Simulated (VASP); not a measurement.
# ScNbN (P-3m1) in VASP: a series of runs

Runs on ScNbN. Level: PBE. Tasks: single point.

All numbers are computed with VASP 6.6.1; they aren't measurements. Logs are shortened: lines on timing, memory, paths and dates and some standing lists are left out, and cuts for length are marked.

### Step 1. The cell of the first run

Symmetry: P-3m1, No. 164, trigonal system. Conventional cell: a = 3.047 Å, b = 3.047 Å, c = 10.146 Å, α = 90.00°, β = 90.00°, γ = 120.00°. Nb (site symmetry 3m) has 3 N at 2.17 Å within 2.9 Å. Within 4.0 Å of Sc (site symmetry -3m) lie 6 Sc at 3.05 Å and 6 Nb at 3.07 Å. Within 2.9 Å of Sc (site symmetry -3m) lie 6 N at 2.19 Å. Within 2.9 Å of N (site symmetry 3m) lie 3 Nb at 2.17 Å and 3 Sc at 2.19 Å.

### Step 2. Single point, PBE

The input, INCAR:

```
SYSTEM = ScNbN
  PREC = Accurate
  ENCUT = 520
  EDIFF = 1E-6
  ISMEAR = -1
  SIGMA = 0.05
  LREAL = .FALSE.
  LASPH = .TRUE.
  NELM = 100
  ALGO = Normal
  ISIF = 2
  LWAVE = .FALSE.
  LCHARG = .FALSE.
  GGA = PE
  NBANDS = 38
```

The input, KPOINTS:

```
Automatic mesh
0
G
  10 10 3
  0 0 0
```

The input, POSCAR:

```
ScNbN
1.0
    3.0474673268      0.0000000000      0.0000000000
   -1.5237336634      2.6391841222      0.0000000000
    0.0000000000      0.0000000000     10.1457232046
Nb Sc N
2 2 2
Direct
    0.3333333333      0.6666666667      0.2474310000
    0.6666666667      0.3333333333      0.7525690000
    0.0000000000      0.0000000000      0.0000000000
    0.0000000000      0.0000000000      0.5000000000
    0.3333333333      0.6666666667      0.6278110000
    0.6666666667      0.3333333333      0.3721890000
```

Potentials or basis: VASP PAW PBE potentials, release 64 (Nb_sv, Sc_sv, N).

On the command line:

```
cat potpaw_PBE.64/Nb_sv/POTCAR potpaw_PBE.64/Sc_sv/POTCAR potpaw_PBE.64/N/POTCAR > POTCAR
mpirun -np 1 vasp_std > vasp.out
```

OUTCAR:

```text
SYSTEM = ScNbN
   PREC = Accurate
   ENCUT = 520
   EDIFF = 1E-6
   ISMEAR = -1
   LREAL = .FALSE.
   LASPH = .TRUE.
   NELM = 100
   ISIF = 2
   GGA = PE

 ion  position               nearest neighbor table
   1  0.333  0.667  0.247-   6 2.17   6 2.17   6 2.17   3 3.07   3 3.07   3 3.07   4 3.11   4 3.11
                             4 3.11
   2  0.667  0.333  0.753-   5 2.17   5 2.17   5 2.17   3 3.07   3 3.07   3 3.07   4 3.11   4 3.11
                             4 3.11
   3  0.000  0.000  0.000-   1 3.07   2 3.07   1 3.07   2 3.07   2 3.07   1 3.07
   4  0.000  0.000  0.500-   5 2.19   6 2.19   5 2.19   6 2.19   6 2.19   5 2.19   1 3.11   2 3.11
                             1 3.11   2 3.11   1 3.11   2 3.11
   5  0.333  0.667  0.628-   2 2.17   2 2.17   2 2.17   4 2.19   4 2.19   4 2.19
   6  0.667  0.333  0.372-   1 2.17   1 2.17   1 2.17   4 2.19   4 2.19   4 2.19

  LATTYP: Found a hexagonal cell.
 ALAT       =     3.0474673268
 C/A-ratio  =     3.3292311669

  Lattice vectors:

 A1 = (   3.0474673268,   0.0000000000,   0.0000000000)
 A2 = (  -1.5237336634,   2.6391841222,   0.0000000000)
 A3 = (   0.0000000000,   0.0000000000,  10.1457232046)

Analysis of symmetry for initial positions (statically):
=====================================================================
 Subroutine PRICEL returns:
 Original cell was already a primitive cell.

 Routine SETGRP: Setting up the symmetry group for a
 hexagonal supercell.

 Subroutine GETGRP returns: Found 12 space group operations
 (whereof 12 operations were pure point group operations)
 out of a pool of 24 trial point group operations.

The static configuration has the point symmetry D_3d.

Analysis of symmetry for dynamics (positions and initial velocities):
=====================================================================
 Subroutine PRICEL returns:
 Original cell was already a primitive cell.

 Routine SETGRP: Setting up the symmetry group for a
 hexagonal supercell.

 Subroutine GETGRP returns: Found 12 space group operations
 (whereof 12 operations were pure point group operations)
 out of a pool of 24 trial point group operations.

The dynamic configuration has the point symmetry D_3d.

 Subroutine INISYM returns: Found 12 space group operations
 (whereof 12 operations are pure point group operations),
 and found     1 'primitive' translations

----------------------------------------------------------------------------------------

                                     Primitive cell

  volume of cell :      81.6003

  direct lattice vectors                    reciprocal lattice vectors
     3.047467327  0.000000000  0.000000000     0.328141336  0.189452489  0.000000000
    -1.523733663  2.639184122  0.000000000     0.000000000  0.378904977  0.000000000
     0.000000000  0.000000000 10.145723205     0.000000000  0.000000000  0.098563698

  length of vectors
     3.047467327  3.047467327 10.145723205     0.378904977  0.378904977  0.098563698

  position of ions in fractional coordinates (direct lattice)
     0.333333333  0.666666667  0.247431000
     0.666666667  0.333333333  0.752569000
     0.000000000  0.000000000  0.000000000
     0.000000000  0.000000000  0.500000000
     0.333333333  0.666666667  0.627811000
     0.666666667  0.333333333  0.372189000

  ion indices of the primitive-cell ions
   primitive index   ion index
                 1           1
                 2           2
                 3           3
                 4           4
                 5           5
                 6           6

----------------------------------------------------------------------------------------

 KPOINTS: Automatic mesh

Automatic generation of k-mesh.
 Grid dimensions read from file:
 generate k-points for:   10   10    3

 Generating k-lattice:

  Cartesian coordinates                     Fractional coordinates (reciprocal lattice)
     0.032814134  0.018945249  0.000000000     0.100000000  0.000000000  0.000000000
     0.000000000  0.037890498  0.000000000     0.000000000  0.100000000  0.000000000
     0.000000000  0.000000000  0.032854566     0.000000000  0.000000000  0.333333333

  Length of vectors
     0.037890498  0.037890498  0.032854566

  Shift w.r.t. Gamma in fractional coordinates (k-lattice)
     0.000000000  0.000000000  0.000000000

 Subroutine IBZKPT returns following result:
 ===========================================

 Found     36 irreducible k-points:

 Following reciprocal coordinates:
            Coordinates               Weight
  0.000000  0.000000  0.000000      1.000000
  0.100000  0.000000  0.000000      6.000000
  0.200000  0.000000  0.000000      6.000000
  0.300000  0.000000  0.000000      6.000000
  0.400000  0.000000  0.000000      6.000000
  0.500000  0.000000  0.000000      3.000000
[... 16 lines left out ...]
  0.000000  0.400000  0.333333      6.000000
  0.500000  0.000000  0.333333      6.000000
 [... further k-points ...]
   k-points           NKPTS =     36   k-points in BZ     NKDIM =     36   number of bands    NBANDS=     38
   number of dos      NEDOS =    301   number of ions     NIONS =      6
   total plane-waves  NPLWV =  46080
   dimension x,y,z NGX =    24 NGY =   24 NGZ =   80
   dimension x,y,z NGXF=    48 NGYF=   48 NGZF=  160
   ions per type =               2   2   2
   NGX,Y,Z   is equivalent  to a cutoff of  13.09, 13.09, 13.11 a.u.
   NGXF,Y,Z  is equivalent  to a cutoff of  26.19, 26.19, 26.22 a.u.
 SYSTEM =  ScNbN
   PREC   = accura    normal or accurate (medium, high low for compatibility)
   ISTART =      0    job   : 0-new  1-cont  2-samecut
   ICHARG =      2    charge: 1-file 2-atom 10-const
   ISPIN  =      1    spin polarized calculation?
   LNONCOLLINEAR =      F non collinear calculations
   LSORBIT =      F    spin-orbit coupling
   LASPH  =      T    aspherical Exc in radial PAW
   ENCUT  =  520.0 eV  38.22 Ry    6.18 a.u.   5.67  5.67 18.86*2*pi/ulx,y,z
   NELM   =    100;   NELMIN=  2; NELMDL= -5     # of ELM steps
   EDIFF  = 0.1E-05   stopping-criterion for ELM
   LREAL  =      F    real-space projection
   EDIFFG = 0.1E-04   stopping-criterion for IOM
   NSW    =      0    number of steps for IOM
   IBRION =     -1    ionic relax: 0-MD 1-quasi-New 2-CG
   NFREE  =      0    steps in history (QN), initial steepest desc. (CG)
   ISIF   =      2    stress and relaxation
   ISYM   =      2    0-nonsym 1-usesym 2-fastsym
   POTIM  = 0.5000    time-step for ionic-motion
   TEBEG  =    0.0;   TEEND  =   0.0 temperature during run
   PSTRESS=    0.0 pullay stress
   NELECT =      58.0000    total number of electrons
   NUPDOWN=      -1.0000    fix difference up-down
   EMIN   =  10.00;   EMAX   =-10.00  energy-range for DOS
   EFERMI =   0.00;   METHOD = LEGACY
   ISMEAR =    -1;   SIGMA  =   0.05  broadening in eV -4-tet -1-fermi 0-gaus
   EFERMI_NEDOS =   21; number of points for ismear=-14 and -15
   IALGO  =     38    algorithm
   IMIX   =      4    mixing-type and parameters
     AMIX     =   0.40;   BMIX     =  1.00
     AMIX_MAG =   1.60;   BMIX_MAG =  1.00
  volume/ion in A,a.u.               =      13.60        91.78
  Fermi-wavevector in a.u.,A,eV,Ry     =   1.461011  2.760911 29.042371  2.134554
  Thomas-Fermi vector in A             =   2.577393
   LORBIT       =      0    0 simple, 1 ext, 2 COOP (PROOUT), +10 PAW based schemes
   GGA     = PE    functional components
   LHFCALC =     F    Hartree Fock is set to
   AEXX    =    0.0000 exact exchange contribution
   IVDW    =     0    specifies the selected vdW correction
   LEPSILON=     F    determine dielectric tensor
   LRPA    =     F    only Hartree local field effects (RPA)
 non-spin polarized calculation
  energy-cutoff  :      520.00
  volume of cell :       81.60
 maximum number of plane-waves:      2216
 NGX is ok and might be reduce to    24
   NGX = 11   NGY = 11   NGZ = 37

 number of electron      57.9999999 magnetization

 Free energy of the ion-electron system (eV)
  ---------------------------------------------------
  ext. energy  EPLUGINS =         0.00000000
  ---------------------------------------------------
  free energy    TOTEN  =       -55.59551751 eV

  energy without entropy =      -55.57060669  energy(sigma->0) =      -55.58306210

 E-fermi :   8.9446     XC(G=0): -12.1823

 val. band max:        8.9154776983   @ k =   0.3000   0.3000   0.3333
 cond. band min:       8.9722842311   @ k =   0.3000   0.0000   0.3333
 fundamental gap:      0.0568065328
 Fermi energy:         8.9445973040

 k-point     1 :       0.0000    0.0000    0.0000
  band No.  band energies     occupation
      1     -46.0899      2.00000
      2     -46.0895      2.00000
      3     -39.9349      2.00000
      4     -39.8316      2.00000
      5     -22.3095      2.00000
      6     -22.2623      2.00000
[... 30 lines left out ...]
     37      11.3931      0.00000
     38      11.7863      0.00000

 k-point     2 :       0.1000    0.0000    0.0000
  band No.  band energies     occupation
      1     -46.0799      2.00000
      2     -46.0795      2.00000
      3     -39.9246      2.00000
      4     -39.8228      2.00000
      5     -22.2911      2.00000
      6     -22.2492      2.00000
[... 30 lines left out ...]
     37      11.6693      0.00000
     38      11.9986      0.00000

 k-point     3 :       0.2000    0.0000    0.0000
  band No.  band energies     occupation
      1     -46.0536      2.00000
      2     -46.0532      2.00000
      3     -39.8975      2.00000
      4     -39.7995      2.00000
      5     -22.2473      2.00000
      6     -22.2194      2.00000
[... 30 lines left out ...]
     37      11.8081      0.00000
     38      11.8563      0.00000

 k-point     4 :       0.3000    0.0000    0.0000
  band No.  band energies     occupation
      1     -46.0207      2.00000
      2     -46.0205      2.00000
      3     -39.8637      2.00000
      4     -39.7707      2.00000
      5     -22.3374      2.00000
      6     -22.3272      2.00000
[... 30 lines left out ...]
     37      11.9936      0.00000
     38      12.0408      0.00000
[... 703 lines left out ...]
      4     -39.7472      2.00000
      5     -22.5299      2.00000
      6     -22.5224      2.00000
[... 30 lines left out ...]
     37      12.7532      0.00000
     38      12.9148      0.00000

 k-point    23 :       0.0000    0.4000    0.3333
  band No.  band energies     occupation
      1     -45.9940      2.00000
      2     -45.9939      2.00000
      3     -39.8362      2.00000
      4     -39.7472      2.00000
      5     -22.5293      2.00000
      6     -22.5229      2.00000
[... 30 lines left out ...]
     37      12.5977      0.00000
     38      12.9632      0.00000

 k-point    24 :       0.5000    0.0000    0.3333
  band No.  band energies     occupation
      1     -45.9837      2.00000
      2     -45.9837      2.00000
      3     -39.8257      2.00000
      4     -39.7382      2.00000
      5     -22.6040      2.00000
      6     -22.5970      2.00000
[... 30 lines left out ...]
     37      13.1216      0.00000
     38      13.4940      0.00000

 [... further k-points ...]
[... 5 lines left out ...]
  --------------------------------------------------------------------------------------
  -------------------------------------------------------------------------------------
  Total        5.2997998      5.2997998      5.3211973      0.0000000      0.0000000      0.0000000
  in kB      104.0586744    104.0586744    104.4788030      0.0000000      0.0000000      0.0000000
  external PRESSURE =     104.1987173 kB  Pullay stress =       0.0000000 kB

 VOLUME and BASIS-vectors are now :
 -----------------------------------------------------------------------------
  energy-cutoff  :      520.00
  volume of cell :       81.60
      direct lattice vectors                 reciprocal lattice vectors
     3.047467327  0.000000000  0.000000000     0.328141336  0.189452489  0.000000000
    -1.523733663  2.639184122  0.000000000     0.000000000  0.378904977  0.000000000
     0.000000000  0.000000000 10.145723205     0.000000000  0.000000000  0.098563698

 POSITION                                       TOTAL-FORCE (eV/Angst)
 -----------------------------------------------------------------------------------
     -0.00000      1.75946      2.51037         0.000000      0.000000     -0.421508
      1.52373      0.87973      7.63536        -0.000000     -0.000000      0.421508
      0.00000      0.00000      0.00000        -0.000000      0.000000      0.000000
      0.00000      0.00000      5.07286        -0.000000      0.000000      0.000000
     -0.00000      1.75946      6.36960        -0.000000      0.000000      0.178505
      1.52373      0.87973      3.77613         0.000000     -0.000000     -0.178505
 -----------------------------------------------------------------------------------
    total drift:                               -0.000000      0.000000     -0.000000

  FREE ENERGIE OF THE ION-ELECTRON SYSTEM (eV)
  ---------------------------------------------------
  free  energy   TOTEN  =       -55.5955175106 eV

  energy  without entropy=      -55.5706066859  energy(sigma->0) =      -55.58306210
```

It took 50 s on 1 thread of Intel Xeon 6975P-C (Granite Rapids), shared host; peak memory 0.25 GiB.

What came out:

```yaml
Free_energy: -55.5955 eV
Pressure: 10.4 GPa
Largest_force: 0.422 eV/Å
Band_gap_on_the_k_mesh: zero (band 29 reaches 9.43 eV, above the bottom of band 30 at 8.79 eV)
```

Forces on the atoms (eV/Å):
```
Nb   0.000  0.000 -0.422
Nb   0.000  0.000  0.422
Sc   0.000  0.000  0.000
Sc   0.000  0.000  0.000
N    0.000  0.000  0.179
N    0.000  0.000 -0.179
```

Levels at points of the mesh, in eV from the Fermi level:
| k point | band 26 | band 27 | band 28 | band 29 | band 30 | band 31 | band 32 | band 33 |
| --- | --- | --- | --- | --- | --- | --- | --- | --- |
| (0.00, 0.00, 0.00) | -1.00 | -0.82 | 0.42 | 0.42 | 0.74 | 0.83 | 1.13 | 1.13 |
| (0.50, 0.00, 0.00) | -1.58 | -1.07 | -0.82 | -0.19 | 0.44 | 0.78 | 1.92 | 2.56 |

### Step 3. Single point, PBE

This run uses another cell than the first one, of 13.89 Å³/atom, 1.021 times its volume.

The input, INCAR:

```
PREC = Accurate
ENCUT = 520
EDIFF = 1E-6
ISMEAR = -1
SIGMA = 0.05
LREAL = F
LASPH = T
NELM = 60
ALGO = Normal
ISIF = 2
LWAVE = F
LCHARG = F
GGA = PE
NBANDS = 38
```

The input, KPOINTS:

```
regular mesh
0
Gamma
  10 10 3
```

POSCAR, as its differences from that of step 2:

```diff
@@ -2,5 +2,5 @@
 1.0
-    3.0474673268      0.0000000000      0.0000000000
-   -1.5237336634      2.6391841222      0.0000000000
-    0.0000000000      0.0000000000     10.1457232046
+    3.0689290714      0.0000000000      0.0000000000
+   -1.5344645357      2.6577705383      0.0000000000
+    0.0000000000      0.0000000000     10.2171743137
 Nb Sc N
```

Potentials or basis: VASP PAW PBE potentials, release 64 (Nb_sv, Sc_sv, N).

On the command line:

```
cat potpaw_PBE.64/Nb_sv/POTCAR potpaw_PBE.64/Sc_sv/POTCAR potpaw_PBE.64/N/POTCAR > POTCAR
mpirun -np 1 vasp_std > vasp.out
```

It took 51 s on 1 thread of Intel Xeon 6975P-C (Granite Rapids), shared host; peak memory 0.26 GiB.

Results (log left out):

```
Free energy            : -55.6847 eV
Pressure               : 5.8 GPa
Largest force          : 0.216 eV/Å
Band gap on the k mesh : zero (band 29 reaches 9.19 eV, above the bottom of band 30 at 8.56 eV)
```

Forces on the atoms (eV/Å):
```
Nb   0.000  0.000 -0.213
Nb   0.000  0.000  0.213
Sc   0.000  0.000  0.000
Sc   0.000  0.000  0.000
N    0.000  0.000  0.216
N    0.000  0.000 -0.216
```

Stress tensor (GPa, compression positive):
```
5.79 0.00 0.00
0.00 5.79 0.00
0.00 0.00 5.92
```

Levels at points of the mesh, in eV from the Fermi level:
```csv
k point,band 27,band 28,band 29,band 30,band 31,band 32
"(0.00, 0.00, 0.00)",-0.84,0.42,0.42,0.73,0.84,1.11
"(0.50, 0.00, 0.00)",-1.03,-0.80,-0.21,0.45,0.73,1.89
```

### Step 4. Single point, PBE

This run uses another cell than the first one, of 14.18 Å³/atom, 1.043 times its volume.

The input, INCAR:

```
SYSTEM = ScNbN
PREC = Accurate
ENCUT = 520
EDIFF = 1E-6
ISMEAR = -1
SIGMA = 0.05
LREAL = .False.
LASPH = .True.
NELM = 100
ALGO = Normal
ISIF = 2
LWAVE = .False.
LCHARG = .False.
GGA = PE
NBANDS = 38
```

The input, KPOINTS:

```
Automatic mesh
0
Gamma
  10 10 3
  0 0 0
```

POSCAR, as its differences from that of step 3:

```diff
@@ -2,5 +2,5 @@
 1.0
-    3.0689290714      0.0000000000      0.0000000000
-   -1.5344645357      2.6577705383      0.0000000000
-    0.0000000000      0.0000000000     10.2171743137
+    3.0900947683      0.0000000000      0.0000000000
+   -1.5450473842      2.6761005695      0.0000000000
+    0.0000000000      0.0000000000     10.2876398116
 Nb Sc N
```

On the command line:

```
cat potpaw_PBE.64/Nb_sv/POTCAR potpaw_PBE.64/Sc_sv/POTCAR potpaw_PBE.64/N/POTCAR > POTCAR
mpirun -np 1 vasp_std > vasp.out
```

Run time: 55 s. Hardware: 1 thread of Intel Xeon 6975P-C (Granite Rapids), shared host; peak memory 0.26 GiB.

Results (log left out):

```
Free energy            : -55.7267 eV
Pressure               : 1.7 GPa
Largest force          : 0.251 eV/Å
Band gap on the k mesh : zero (band 29 reaches 8.97 eV, above the bottom of band 30 at 8.34 eV)
```

Forces on the atoms (eV/Å):
```
Nb   0.000  0.000 -0.022
Nb   0.000  0.000  0.022
Sc   0.000  0.000  0.000
Sc   0.000  0.000  0.000
N    0.000  0.000  0.251
N    0.000  0.000 -0.251
```

Stress tensor (GPa, compression positive):
```
1.63 0.00 0.00
0.00 1.63 0.00
0.00 0.00 1.82
```

Levels at points of the mesh, in eV from the Fermi level:
```csv
k point,band 26,band 27,band 28,band 29,band 30,band 31,band 32,band 33
"(0.00, 0.00, 0.00)",-0.96,-0.86,0.43,0.43,0.71,0.84,1.09,1.09
"(0.50, 0.00, 0.00)",-1.54,-1.00,-0.78,-0.23,0.47,0.69,1.86,2.47
```

### Step 5. The runs side by side

| cell | gap on the mesh (eV) | pressure (GPa) | largest force (eV/Å) |
| --- | --- | --- | --- |
| a = 3.047, b = 3.047, c = 10.146 Å, angles 90.0, 90.0, 120.0°, 6 atoms | none | 10.4 | 0.42 |
| a = 3.069, b = 3.069, c = 10.217 Å, angles 90.0, 90.0, 120.0°, 6 atoms | none | 5.8 | 0.22 |
| a = 3.090, b = 3.090, c = 10.288 Å, angles 90.0, 90.0, 120.0°, 6 atoms | none | 1.7 | 0.25 |

Alike in all rows: task single point; level PBE; potentials or basis VASP PAW PBE potentials, release 64 (Nb_sv, Sc_sv, N); no spin polarisation; k mesh 10 × 10 × 3; cutoff (eV) 520; smearing fermi-dirac 0.05 eV.

Absolute energies hang on the potentials; compare differences alone.
